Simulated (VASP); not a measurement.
MgS: single point with PBE

Crystal: MgS.

```
Mg S
1.0
     4.02863    0.00000    0.00000
    -2.01431    3.48889    0.00000
     0.00000    0.00000    6.45439
Mg S
2 2
Direct
  0.33333 0.66667 0.99713
  0.66667 0.33333 0.49713
  0.33333 0.66667 0.37787
  0.66667 0.33333 0.87787
```

* Program: VASP 6.6.1
* Task: single point
* Functional: PBE
* Potentials or basis: VASP PAW PBE potentials, release 64 (Mg, S)
* Cutoff: 520 eV
* k mesh: 12 × 12 × 4
* Occupations: gaussian, width 0.01 eV
* Spin: no spin polarisation

- Pressure: 0.9 GPa
- Largest force: 0.004 eV/Å
- Band gap on the k mesh: 3.47 eV, direct

Forces on the atoms (eV/Å):
```
Mg   0.000  0.000 -0.004
Mg   0.000  0.000 -0.004
S    0.000  0.000  0.004
S    0.000  0.000  0.004
```

Levels at points of the mesh, in eV from the valence-band top:
| k point | band 5 | band 6 | band 7 | band 8 | band 9 | band 10 | band 11 | band 12 |
| --- | --- | --- | --- | --- | --- | --- | --- | --- |
| (0.00, 0.00, 0.00) | -0.52 | -0.11 | -0.11 | 0.00 | 3.47 | 4.73 | 7.54 | 7.54 |
| (0.50, 0.00, 0.00) | -1.86 | -1.19 | -0.91 | -0.43 | 4.77 | 5.22 | 5.82 | 7.52 |
| (0.00, 0.00, 0.50) | -0.32 | -0.32 | -0.32 | -0.32 | 4.95 | 4.95 | 7.62 | 7.62 |
| (0.50, 0.00, 0.50) | -0.85 | -0.85 | -0.79 | -0.79 | 4.67 | 4.67 | 6.32 | 6.32 |

Run time: 33 s on 1 thread of Intel(R) Xeon(R) 6975P-C (Granite Rapids), with other jobs on the host, peak memory 0.23 GiB.

A k mesh can miss the band edges. A hybrid or GW would open this gap; PBE tends to underestimate it.
